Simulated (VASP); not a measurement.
A run of VASP 6.6.1 is set up as follows.

The input INCAR:

```
SYSTEM = Si2Mo
  PREC = Accurate
  ENCUT = 520
  EDIFF = 1E-6
  ISMEAR = 0
  SIGMA = 0.1
  LREAL = .FALSE.
  LASPH = .TRUE.
  NELM = 60
  ALGO = Normal
  ISIF = 2
  LWAVE = .FALSE.
  LCHARG = .FALSE.
  GGA = PE
  NBANDS = 31
```

Contents of KPOINTS:

```
regular mesh
0
G
  4 4 4
  0 0 0
```

POSCAR

```
Si2Mo
1.0
    3.4856863011     -3.4881298957      0.0000000000
    3.4856863011      3.4881298957      0.0000000000
    0.0000000000      0.0000000000      4.7531821630
Si Mo
4 2
Direct
    0.2503266400      0.7496733600      0.0000000000
    0.7496733600      0.2503266400      0.0000000000
    0.7519651926      0.7519651926      0.5000000000
    0.2480348074      0.2480348074      0.5000000000
    0.2496781333      0.2496781333      0.0000000000
    0.7503218667      0.7503218667      0.0000000000
```

Potentials or basis: VASP PAW PBE potentials, release 64 (Si, Mo_sv).

The run is started by

```console
$ cat potpaw_PBE.64/Si/POTCAR potpaw_PBE.64/Mo_sv/POTCAR > POTCAR
$ mpirun -np 1 vasp_std > vasp.out
```

Task: Estimate the band gap on the k mesh.

Result: Zero (bands 22 and 23 overlap by 1.31 eV).

Task: Predict the pressure.

Result: 0.3 GPa.

Task: Estimate the largest force.

Result: 0.009 eV/Å.

Forces in eV/Å, atoms in the order of the input:
```
Si   0.000  0.000  0.000
Si   0.000  0.000  0.000
Si  -0.009  0.000  0.000
Si   0.009  0.000  0.000
Mo   0.006  0.000  0.000
Mo  -0.006  0.000  0.000
```
